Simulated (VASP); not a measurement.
# Ga2S (P4_2/mnm) in VASP: notebook

The runs below take Ga2S through single point, with PBE.

All numbers are computed with VASP 6.6.1; they aren't measurements. Logs are shortened: lines on timing, memory, paths and dates and some standing lists are left out, and cuts for length are marked.

## 1. The cell of the first run

The structure is tetragonal, space group P4_2/mnm (No. 136). The conventional cell has a = 5.703 Å, b = 5.703 Å, c = 3.673 Å, α = 90.00°, β = 90.00°, γ = 90.00°. Ga (site symmetry m2m) has 3 S at 2.41 to 2.47 Å and 1 Ga at 3.13 Å within 3.2 Å. Within 3.2 Å of S (site symmetry mmm) lie 6 Ga at 2.41 to 2.47 Å.

## 2. Single point, PBE

Contents of INCAR:

```
PREC     = Accurate       # precision mode
ENCUT    = 520            # plane-wave cutoff, eV
EDIFF    = 1E-6           # SCF threshold, eV
ISMEAR   = 0              # smearing method
SIGMA    = 0.1            # smearing width, eV
LREAL    = False          # projectors in reciprocal space
LASPH    = True           # aspherical terms in the spheres
NELM     = 80             # most SCF steps
ALGO     = Normal         # electronic algorithm
ISIF     = 2              # what is computed and relaxed
LWAVE    = False          # write WAVECAR
LCHARG   = False          # write CHGCAR
GGA      = PE             # functional
NBANDS   = 41             # bands
```

Contents of KPOINTS:

```
regular mesh
0
Gamma
  4 4 6
```

Contents of POSCAR:

```
Ga2S
1.0
    5.7029760749      0.0000000000      0.0000000000
    0.0000000000      5.7029760749      0.0000000000
    0.0000000000      0.0000000000      3.6732926003
Ga S
4 2
Direct
    0.3060000000      0.3060000000      0.0000000000
    0.1940000000      0.8060000000      0.5000000000
    0.6940000000      0.6940000000      0.0000000000
    0.8060000000      0.1940000000      0.5000000000
    0.0000000000      0.0000000000      0.0000000000
    0.5000000000      0.5000000000      0.5000000000
```

Potentials or basis: VASP PAW PBE potentials, release 64 (Ga_d, S).

Launch:

```console
$ cat potpaw_PBE.64/Ga_d/POTCAR potpaw_PBE.64/S/POTCAR > POTCAR
$ mpirun -np 1 vasp_std > vasp.out
```

OUTCAR:

```text
PREC = Accurate
   ENCUT = 520
   EDIFF = 1E-6
   ISMEAR = 0
   LREAL = False
   LASPH = True
   NELM = 80
   ISIF = 2
   GGA = PE

 ion  position               nearest neighbor table
   1  0.306  0.306  0.000-   6 2.41   6 2.41   5 2.47
   2  0.194  0.806  0.500-   5 2.41   5 2.41   6 2.47
   3  0.694  0.694  0.000-   6 2.41   6 2.41   5 2.47
   4  0.806  0.194  0.500-   5 2.41   5 2.41   6 2.47
   5  0.000  0.000  0.000-   2 2.41   4 2.41   2 2.41   4 2.41   3 2.47   1 2.47
   6  0.500  0.500  0.500-   1 2.41   3 2.41   1 2.41   3 2.41   2 2.47   4 2.47

  LATTYP: Found a simple tetragonal cell.
 ALAT       =     5.7029760749
 C/A-ratio  =     0.6441010013

  Lattice vectors:

 A1 = (   5.7029760749,   0.0000000000,   0.0000000000)
 A2 = (   0.0000000000,   5.7029760749,   0.0000000000)
 A3 = (   0.0000000000,   0.0000000000,   3.6732926003)

Analysis of symmetry for initial positions (statically):
=====================================================================
 Subroutine PRICEL returns:
 Original cell was already a primitive cell.

 Routine SETGRP: Setting up the symmetry group for a
 simple tetragonal supercell.

 Subroutine GETGRP returns: Found 16 space group operations
 (whereof  8 operations were pure point group operations)
 out of a pool of 16 trial point group operations.

The static configuration has the point symmetry D_2h.
 The point group associated with its full space group is D_4h.

Analysis of symmetry for dynamics (positions and initial velocities):
=====================================================================
 Subroutine PRICEL returns:
 Original cell was already a primitive cell.

 Routine SETGRP: Setting up the symmetry group for a
 simple tetragonal supercell.

 Subroutine GETGRP returns: Found 16 space group operations
 (whereof  8 operations were pure point group operations)
 out of a pool of 16 trial point group operations.

The dynamic configuration has the point symmetry D_2h.
 The point group associated with its full space group is D_4h.

 Subroutine INISYM returns: Found 16 space group operations
 (whereof  8 operations are pure point group operations),
 and found     1 'primitive' translations

----------------------------------------------------------------------------------------

                                     Primitive cell

  volume of cell :     119.4699

  direct lattice vectors                    reciprocal lattice vectors
     5.702976075  0.000000000  0.000000000     0.175347045  0.000000000  0.000000000
     0.000000000  5.702976075  0.000000000     0.000000000  0.175347045  0.000000000
     0.000000000  0.000000000  3.673292600     0.000000000  0.000000000  0.272235324

  length of vectors
     5.702976075  5.702976075  3.673292600     0.175347045  0.175347045  0.272235324

  position of ions in fractional coordinates (direct lattice)
     0.306000000  0.306000000  0.000000000
     0.194000000  0.806000000  0.500000000
     0.694000000  0.694000000  0.000000000
     0.806000000  0.194000000  0.500000000
     0.000000000  0.000000000  0.000000000
     0.500000000  0.500000000  0.500000000

  ion indices of the primitive-cell ions
   primitive index   ion index
                 1           1
                 2           2
                 3           3
                 4           4
                 5           5
                 6           6

----------------------------------------------------------------------------------------

 KPOINTS: regular mesh

Automatic generation of k-mesh.
 Grid dimensions read from file:
 generate k-points for:    4    4    6

 Generating k-lattice:

  Cartesian coordinates                     Fractional coordinates (reciprocal lattice)
     0.043836761  0.000000000  0.000000000     0.250000000  0.000000000  0.000000000
     0.000000000  0.043836761  0.000000000     0.000000000  0.250000000  0.000000000
     0.000000000  0.000000000  0.045372554     0.000000000  0.000000000  0.166666667

  Length of vectors
     0.043836761  0.043836761  0.045372554

  Shift w.r.t. Gamma in fractional coordinates (k-lattice)
     0.000000000  0.000000000  0.000000000

 Subroutine IBZKPT returns following result:
 ===========================================

 Found     24 irreducible k-points:

 Following reciprocal coordinates:
            Coordinates               Weight
  0.000000  0.000000  0.000000      1.000000
  0.250000  0.000000  0.000000      4.000000
  0.500000  0.000000  0.000000      2.000000
  0.250000  0.250000  0.000000      4.000000
  0.500000  0.250000  0.000000      4.000000
  0.500000  0.500000  0.000000      1.000000
[... 16 lines left out ...]
  0.500000  0.250000  0.500000      4.000000
  0.500000  0.500000  0.500000      1.000000
   k-points           NKPTS =     24   k-points in BZ     NKDIM =     24   number of bands    NBANDS=     41
   number of dos      NEDOS =    301   number of ions     NIONS =      6
   total plane-waves  NPLWV =  49392
   dimension x,y,z NGX =    42 NGY =   42 NGZ =   28
   dimension x,y,z NGXF=    84 NGYF=   84 NGZF=   56
   ions per type =               4   2
   NGX,Y,Z   is equivalent  to a cutoff of  12.24, 12.24, 12.67 a.u.
   NGXF,Y,Z  is equivalent  to a cutoff of  24.49, 24.49, 25.34 a.u.
 SYSTEM =  unknown system
   PREC   = accura    normal or accurate (medium, high low for compatibility)
   ISTART =      0    job   : 0-new  1-cont  2-samecut
   ICHARG =      2    charge: 1-file 2-atom 10-const
   ISPIN  =      1    spin polarized calculation?
   LNONCOLLINEAR =      F non collinear calculations
   LSORBIT =      F    spin-orbit coupling
   LASPH  =      T    aspherical Exc in radial PAW
   ENCUT  =  520.0 eV  38.22 Ry    6.18 a.u.  10.60 10.60  6.83*2*pi/ulx,y,z
   NELM   =     80;   NELMIN=  2; NELMDL= -5     # of ELM steps
   EDIFF  = 0.1E-05   stopping-criterion for ELM
   LREAL  =      F    real-space projection
   EDIFFG = 0.1E-04   stopping-criterion for IOM
   NSW    =      0    number of steps for IOM
   IBRION =     -1    ionic relax: 0-MD 1-quasi-New 2-CG
   NFREE  =      0    steps in history (QN), initial steepest desc. (CG)
   ISIF   =      2    stress and relaxation
   ISYM   =      2    0-nonsym 1-usesym 2-fastsym
   POTIM  = 0.5000    time-step for ionic-motion
   TEBEG  =    0.0;   TEEND  =   0.0 temperature during run
   PSTRESS=    0.0 pullay stress
   NELECT =      64.0000    total number of electrons
   NUPDOWN=      -1.0000    fix difference up-down
   EMIN   =  10.00;   EMAX   =-10.00  energy-range for DOS
   EFERMI =   0.00;   METHOD = LEGACY
   ISMEAR =     0;   SIGMA  =   0.10  broadening in eV -4-tet -1-fermi 0-gaus
   EFERMI_NEDOS =   21; number of points for ismear=-14 and -15
   IALGO  =     38    algorithm
   IMIX   =      4    mixing-type and parameters
     AMIX     =   0.40;   BMIX     =  1.00
     AMIX_MAG =   1.60;   BMIX_MAG =  1.00
  volume/ion in A,a.u.               =      19.91       134.37
  Fermi-wavevector in a.u.,A,eV,Ry     =   1.329582  2.512547 24.052237  1.767790
  Thomas-Fermi vector in A             =   2.458734
   LORBIT       =      0    0 simple, 1 ext, 2 COOP (PROOUT), +10 PAW based schemes
   GGA     = PE    functional components
   LHFCALC =     F    Hartree Fock is set to
   AEXX    =    0.0000 exact exchange contribution
   IVDW    =     0    specifies the selected vdW correction
   LEPSILON=     F    determine dielectric tensor
   LRPA    =     F    only Hartree local field effects (RPA)
 non-spin polarized calculation
 Gauss-broadening in eV      SIGMA  =   0.10
  energy-cutoff  :      520.00
  volume of cell :      119.47
 maximum number of plane-waves:      3249
   NGX = 21   NGY = 21   NGZ = 13

 number of electron      63.9999956 magnetization

 Free energy of the ion-electron system (eV)
  ---------------------------------------------------
  ext. energy  EPLUGINS =         0.00000000
  ---------------------------------------------------
  free energy    TOTEN  =       -17.55622464 eV

  energy without entropy =      -17.54201993  energy(sigma->0) =      -17.54912228

 E-fermi :   5.6309     XC(G=0): -10.2617

 val. band max:        5.5621648429   @ k =   0.5000   0.2500   0.0000
 cond. band min:       5.6707123305   @ k =   0.2500   0.2500   0.1667
 fundamental gap:      0.1085474876
 Fermi energy:         5.6309310683

 k-point     1 :       0.0000    0.0000    0.0000
  band No.  band energies     occupation
      1     -10.7092      2.00000
      2     -10.1127      2.00000
      3      -9.7599      2.00000
      4      -9.6377      2.00000
      5      -9.6377      2.00000
      6      -9.6279      2.00000
[... 33 lines left out ...]
     40      11.7617      0.00000
     41      12.1308      0.00000

 k-point     2 :       0.2500    0.0000    0.0000
  band No.  band energies     occupation
      1     -10.6199      2.00000
      2     -10.1879      2.00000
      3      -9.7445      2.00000
      4      -9.6799      2.00000
      5      -9.6580      2.00000
      6      -9.6512      2.00000
[... 33 lines left out ...]
     40      11.1188      0.00000
     41      11.1849      0.00000

 k-point     3 :       0.5000    0.0000    0.0000
  band No.  band energies     occupation
      1     -10.4005      2.00000
      2     -10.4005      2.00000
      3      -9.7053      2.00000
      4      -9.7053      2.00000
      5      -9.6911      2.00000
      6      -9.6911      2.00000
[... 33 lines left out ...]
     40      10.6445      0.00000
     41      10.9985      0.00000

 k-point     4 :       0.2500    0.2500    0.0000
  band No.  band energies     occupation
      1     -10.5564      2.00000
      2     -10.2505      2.00000
      3      -9.7310      2.00000
      4      -9.6951      2.00000
      5      -9.6666      2.00000
      6      -9.6313      2.00000
[... 825 lines left out ...]
     40      10.5417      0.00000
     41      11.0498      0.00000

 k-point    23 :       0.5000    0.2500    0.5000
  band No.  band energies     occupation
      1     -10.3994      2.00000
      2     -10.3994      2.00000
      3      -9.6845      2.00000
      4      -9.6845      2.00000
      5      -9.6610      2.00000
      6      -9.6610      2.00000
[... 33 lines left out ...]
     40      10.6442      0.00000
     41      11.1197      0.00000

 k-point    24 :       0.5000    0.5000    0.5000
  band No.  band energies     occupation
      1     -10.4131      2.00000
      2     -10.4131      2.00000
      3      -9.6794      2.00000
      4      -9.6794      2.00000
      5      -9.6394      2.00000
      6      -9.6394      2.00000
[... 33 lines left out ...]
     40      11.8213      0.00000
     41      12.0294      0.00000

------------------------ aborting loop because EDIFF is reached ----------------------------------------

  FORCE on cell =-STRESS in cart. coord.  units (eV):
  Direction    XX          YY          ZZ          XY          YZ          ZX
  --------------------------------------------------------------------------------------
  -------------------------------------------------------------------------------------
  Total        7.6973060      7.6973060      9.5132919     -0.0000000      0.0000000      0.0000000
  in kB      103.2263826    103.2263826    127.5800536     -0.0000000      0.0000000      0.0000000
  external PRESSURE =     111.3442729 kB  Pullay stress =       0.0000000 kB

 VOLUME and BASIS-vectors are now :
 -----------------------------------------------------------------------------
  energy-cutoff  :      520.00
  volume of cell :      119.47
      direct lattice vectors                 reciprocal lattice vectors
     5.702976075  0.000000000  0.000000000     0.175347045  0.000000000  0.000000000
     0.000000000  5.702976075  0.000000000     0.000000000  0.175347045  0.000000000
     0.000000000  0.000000000  3.673292600     0.000000000  0.000000000  0.272235324

 POSITION                                       TOTAL-FORCE (eV/Angst)
 -----------------------------------------------------------------------------------
      1.74511      1.74511      0.00000        -0.699292     -0.699292     -0.000000
      1.10638      4.59660      1.83665         0.699292     -0.699292     -0.000000
      3.95787      3.95787      0.00000         0.699292      0.699292      0.000000
      4.59660      1.10638      1.83665        -0.699292      0.699292      0.000000
      0.00000      0.00000      0.00000         0.000000      0.000000      0.000000
      2.85149      2.85149      1.83665         0.000000      0.000000      0.000000
 -----------------------------------------------------------------------------------
    total drift:                                0.000000     -0.000000      0.000000

  FREE ENERGIE OF THE ION-ELECTRON SYSTEM (eV)
  ---------------------------------------------------
  free  energy   TOTEN  =       -17.5562246415 eV

  energy  without entropy=      -17.5420199252  energy(sigma->0) =      -17.54912228
```

Wall time 2.8 min (1 thread of Intel Xeon 8259CL, shared host); peak memory 0.26 GiB.

Results:

| Quantity | Value |
| --- | --- |
| Free energy | -17.5562 eV |
| Pressure | 11.1 GPa |
| Largest force | 0.989 eV/Å |
| Band gap on the k mesh | zero (bands 32 and 33 overlap by 2.44 eV) |

Forces in eV/Å, atoms in the order of the input:
```
Ga  -0.699 -0.699  0.000
Ga   0.699 -0.699  0.000
Ga   0.699  0.699  0.000
Ga  -0.699  0.699  0.000
S    0.000  0.000  0.000
S    0.000  0.000  0.000
```

Caveat: the cell stands under pressure.

[end of part 1 of 2]

The gap in the log of VASP goes by the Fermi energy; the results here count the filled bands.